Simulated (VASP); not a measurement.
# SnSe (Pnma) in VASP: single point with r2SCAN

Aim: the single point of SnSe with r2SCAN.

Program: VASP 6.6.1. These are calculated values, not measurements. Logs are shortened: lines on timing, memory, paths and dates and some standing lists are left out, and cuts for length are marked.

**Measured values to compare with.**

From “Linear dichroism of the optical properties of SnS and SnSe van der Waals crystals”, 2024, arxiv:2409.17412, for a bulk crystal of SnSe at 300 K: band gap 0.89 eV (indirect).

The results are compared with them further down.

## Step 1: The cell of the first run

The structure is orthorhombic, space group Pnma (No. 62). Conventional cell: a = 11.676 Å, b = 4.125 Å, c = 4.698 Å, α = 90.00°, β = 90.00°, γ = 90.00°. Within 3.7 Å of Sn (site symmetry m) lie 6 Se at 2.76 to 3.56 Å and 2 Sn at 3.67 Å. Within 3.6 Å of Se (site symmetry m) lie 6 Sn at 2.76 to 3.56 Å.

## Step 2: Single point, r2SCAN

Input file POSCAR:

```
SnSe
1.0
   11.6761522607      0.0000000000      0.0000000000
    0.0000000000      4.1249809051      0.0000000000
    0.0000000000      0.0000000000      4.6975285102
Sn Se
4 4
Direct
    0.1200597178      0.2500000000      0.1246082559
    0.3799402822      0.7500000000      0.6246082559
    0.6200597178      0.2500000000      0.3753917441
    0.8799402822      0.7500000000      0.8753917441
    0.3521012444      0.2500000000      0.0117930754
    0.1478987556      0.7500000000      0.5117930754
    0.8521012444      0.2500000000      0.4882069246
    0.6478987556      0.7500000000      0.9882069246
```

Input file INCAR.step1:

```
SYSTEM = SnSe
  PREC = Accurate
  ENCUT = 520
  ISMEAR = 0
  SIGMA = 0.02
  LREAL = .False.
  LASPH = .True.
  NELM = 60
  NBANDS = 50
  GGA = PE
  ALGO = Normal
  EDIFF = 1E-4
  LWAVE = .True.
  LCHARG = .False.
```

Input file INCAR.step2:

```
SYSTEM = SnSe
  PREC = Accurate
  ENCUT = 520
  EDIFF = 1E-6
  ISMEAR = 0
  SIGMA = 0.02
  LREAL = .False.
  LASPH = .True.
  NELM = 60
  ALGO = Normal
  ISIF = 2
  LWAVE = .False.
  LCHARG = .True.
  METAGGA = R2SCAN
  LMIXTAU = .True.
  LELF = .True.
  LVHAR = .True.
  NBANDS = 50
  ISTART = 1
```

Input file KPOINTS:

```
regular mesh
0
Gamma
  4 6 6
  0 0 0
```

Potentials or basis: VASP PAW PBE potentials, release 64 (Sn_d, Se).

Launch:

```
$ cat potpaw_PBE.64/Sn_d/POTCAR potpaw_PBE.64/Se/POTCAR > POTCAR
$ cp INCAR.step1 INCAR
$ mpirun -np 1 vasp_std > vasp.out
$ cp INCAR.step2 INCAR
$ mpirun -np 1 vasp_std > vasp.out
```

OUTCAR:

```text
SYSTEM = SnSe
   PREC = Accurate
   ENCUT = 520
   EDIFF = 1E-6
   ISMEAR = 0
   LREAL = .False.
   LASPH = .True.
   NELM = 60
   ISIF = 2
   METAGGA = R2SCAN
   ISTART = 1

 ion  position               nearest neighbor table
   1  0.120  0.250  0.125-   5 2.76   6 2.77   6 2.77   4 3.67   4 3.67
   2  0.380  0.750  0.625-   6 2.76   5 2.77   5 2.77   3 3.67   3 3.67
   3  0.620  0.250  0.375-   7 2.76   8 2.77   8 2.77   2 3.67   2 3.67
   4  0.880  0.750  0.875-   8 2.76   7 2.77   7 2.77   1 3.67   1 3.67
   5  0.352  0.250  0.012-   1 2.76   2 2.77   2 2.77
   6  0.148  0.750  0.512-   2 2.76   1 2.77   1 2.77
   7  0.852  0.250  0.488-   3 2.76   4 2.77   4 2.77
   8  0.648  0.750  0.988-   4 2.76   3 2.77   3 2.77

  LATTYP: Found a simple orthorhombic cell.
 ALAT       =     4.1249809051
 B/A-ratio  =     1.1388000619
 C/A-ratio  =     2.8305954692

  Lattice vectors:

 A1 = (   0.0000000000,   4.1249809051,   0.0000000000)
 A2 = (   0.0000000000,   0.0000000000,   4.6975285102)
 A3 = (  11.6761522607,   0.0000000000,   0.0000000000)

Analysis of symmetry for initial positions (statically):
=====================================================================
 Subroutine PRICEL returns:
 Original cell was already a primitive cell.

 Routine SETGRP: Setting up the symmetry group for a
 simple orthorhombic supercell.

 Subroutine GETGRP returns: Found  8 space group operations
 (whereof  2 operations were pure point group operations)
 out of a pool of  8 trial point group operations.

The static configuration has the point symmetry S_2 .
 The point group associated with its full space group is D_2h.

Analysis of symmetry for dynamics (positions and initial velocities):
=====================================================================
 Subroutine PRICEL returns:
 Original cell was already a primitive cell.

 Routine SETGRP: Setting up the symmetry group for a
 simple orthorhombic supercell.

 Subroutine GETGRP returns: Found  8 space group operations
 (whereof  2 operations were pure point group operations)
 out of a pool of  8 trial point group operations.

The dynamic configuration has the point symmetry S_2 .
 The point group associated with its full space group is D_2h.

 Subroutine INISYM returns: Found  8 space group operations
 (whereof  2 operations are pure point group operations),
 and found     1 'primitive' translations

[... 104 lines left out ...]
   ENCUT  =  520.0 eV  38.22 Ry    6.18 a.u.  21.71  7.67  8.73*2*pi/ulx,y,z
   NELM   =     60;   NELMIN=  2; NELMDL=  0     # of ELM steps
   EDIFF  = 0.1E-05   stopping-criterion for ELM
   LREAL  =      F    real-space projection
   EDIFFG = 0.1E-04   stopping-criterion for IOM
   NSW    =      0    number of steps for IOM
   IBRION =     -1    ionic relax: 0-MD 1-quasi-New 2-CG
   NFREE  =      0    steps in history (QN), initial steepest desc. (CG)
   ISIF   =      2    stress and relaxation
   ISYM   =      2    0-nonsym 1-usesym 2-fastsym
   POTIM  = 0.5000    time-step for ionic-motion
   TEBEG  =    0.0;   TEEND  =   0.0 temperature during run
   PSTRESS=    0.0 pullay stress
   NELECT =      80.0000    total number of electrons
   NUPDOWN=      -1.0000    fix difference up-down
   EMIN   =  10.00;   EMAX   =-10.00  energy-range for DOS
   EFERMI =   0.00;   METHOD = LEGACY
   ISMEAR =     0;   SIGMA  =   0.02  broadening in eV -4-tet -1-fermi 0-gaus
   EFERMI_NEDOS =   21; number of points for ismear=-14 and -15
   IALGO  =     38    algorithm
   IMIX   =      4    mixing-type and parameters
     AMIX     =   0.40;   BMIX     =  1.00
     AMIX_MAG =   1.60;   BMIX_MAG =  1.00
  volume/ion in A,a.u.               =      28.28       190.85
  Fermi-wavevector in a.u.,A,eV,Ry     =   1.157642  2.187627 18.233659  1.340136
  Thomas-Fermi vector in A             =   2.294252
   LORBIT       =      0    0 simple, 1 ext, 2 COOP (PROOUT), +10 PAW based schemes
   METAGGA = R2SCAN    functional components
   LHFCALC =     F    Hartree Fock is set to
   AEXX    =    0.0000 exact exchange contribution
   IVDW    =     0    specifies the selected vdW correction
   LEPSILON=     F    determine dielectric tensor
   LRPA    =     F    only Hartree local field effects (RPA)
 non-spin polarized calculation
 Gauss-broadening in eV      SIGMA  =   0.02
  energy-cutoff  :      520.00
  volume of cell :      226.25
 maximum number of plane-waves:      6136
 NGX is ok and might be reduce to    90
   NGX = 43   NGY = 15   NGZ = 17

 number of electron      79.9999988 magnetization

 Free energy of the ion-electron system (eV)
  ---------------------------------------------------
  ext. energy  EPLUGINS =         0.00000000
  ---------------------------------------------------
  free energy    TOTEN  =      -159.84953893 eV

  energy without entropy =     -159.84953893  energy(sigma->0) =     -159.84953893

 E-fermi :   4.7177     XC(G=0):  -9.9410

 val. band max:        4.5963560884   @ k =   0.0000   0.0000   0.3333
 cond. band min:       5.6168139273   @ k =   0.0000   0.3333   0.0000
 fundamental gap:      1.0204578389
 Fermi energy:         4.7176521634

 k-point     1 :       0.0000    0.0000    0.0000
  band No.  band energies     occupation
      1     -17.2885      2.00000
      2     -17.2765      2.00000
      3     -17.2699      2.00000
      4     -17.2657      2.00000
      5     -17.2629      2.00000
      6     -17.2621      2.00000
[... 1261 lines left out ...]
     49       8.8704      0.00000
     50       8.8704      0.00000

 [... further k-points ...]
[... 5 lines left out ...]
  --------------------------------------------------------------------------------------
  -------------------------------------------------------------------------------------
  Total        0.0627422      0.0320728      0.0342931      0.0000000      0.0000000      0.0000000
  in kB        0.4443029      0.2271208      0.2428436      0.0000000      0.0000000      0.0000000
  external PRESSURE =       0.3047558 kB  Pullay stress =       0.0000000 kB

 VOLUME and BASIS-vectors are now :
 -----------------------------------------------------------------------------
  energy-cutoff  :      520.00
  volume of cell :      226.25
      direct lattice vectors                 reciprocal lattice vectors
    11.676152261  0.000000000  0.000000000     0.085644652  0.000000000  0.000000000
     0.000000000  4.124980905  0.000000000     0.000000000  0.242425365  0.000000000
     0.000000000  0.000000000  4.697528510     0.000000000  0.000000000  0.212877899

 POSITION                                       TOTAL-FORCE (eV/Angst)
 -----------------------------------------------------------------------------------
      1.40184      1.03125      0.58535        -0.017744     -0.000000     -0.014388
      4.43624      3.09374      2.93412         0.017744      0.000000     -0.014388
      7.23991      1.03125      1.76341        -0.017744     -0.000000      0.014388
     10.27432      3.09374      4.11218         0.017744      0.000000      0.014388
      4.11119      1.03125      0.05540         0.005961      0.000000      0.013730
      1.72689      3.09374      2.40416        -0.005961      0.000000      0.013730
      9.94926      1.03125      2.29337         0.005961     -0.000000     -0.013730
      7.56496      3.09374      4.64213        -0.005961     -0.000000     -0.013730
 -----------------------------------------------------------------------------------
    total drift:                               -0.000000      0.000000      0.000000

  FREE ENERGIE OF THE ION-ELECTRON SYSTEM (eV)
  ---------------------------------------------------
  free  energy   TOTEN  =      -159.8495389278 eV

  energy  without entropy=     -159.8495389278  energy(sigma->0) =     -159.84953893
```

OUTCAR.step1:

```text
SYSTEM = SnSe
   PREC = Accurate
   ENCUT = 520
   ISMEAR = 0
   LREAL = .False.
   LASPH = .True.
   NELM = 60
[... 1520 lines left out ...]
      1.72689      3.09374      2.40416        -0.131810     -0.000000      0.181928
      9.94926      1.03125      2.29337         0.131810      0.000000     -0.181928
      7.56496      3.09374      4.64213        -0.131810      0.000000     -0.181928
 -----------------------------------------------------------------------------------
    total drift:                               -0.000000      0.000000      0.000000

  FREE ENERGIE OF THE ION-ELECTRON SYSTEM (eV)
  ---------------------------------------------------
  free  energy   TOTEN  =       -32.8459250458 eV

  energy  without entropy=      -32.8459250458  energy(sigma->0) =      -32.84592505
```

Run time: 35 min. Hardware: 1 thread of Oxide Virtual Turin-like, shared host; peak memory 0.59 GiB.

What came out:

| Property | Result |
| --- | --- |
| Free energy | -159.8495 eV |
| Pressure | 0.0 GPa |
| Largest force | 0.023 eV/Å |
| Band gap on the k mesh | 1.02 eV (least direct gap 1.36 eV) |

Forces in eV/Å, atoms in the order of the input:
```
Sn  -0.018  0.000 -0.014
Sn   0.018  0.000 -0.014
Sn  -0.018  0.000  0.014
Sn   0.018  0.000  0.014
Se   0.006  0.000  0.014
Se  -0.006  0.000  0.014
Se   0.006  0.000 -0.014
Se  -0.006  0.000 -0.014
```

Caveat: the PAW data sets were made with another functional, which shifts forces and pressure a little; spin-orbit coupling is left out, which moves the levels of the heavy elements.

## Step 3: How close it comes

Step 2. Against the measured gap of SnSe, 0.89 eV (indirect; 300 K; “Linear dichroism of the optical properties of SnS and SnSe van der Waals crystals”, 2024, arxiv:2409.17412), the calculated 1.02 eV is off by +0.13 eV. 2 values of this kind are on record (0.89 to 0.99 eV); this one was drawn at random. Spin-orbit coupling on Se, Sn is left out. The value is that of r2SCAN on a finite k mesh, which can miss the band edges, without temperature or zero-point motion.
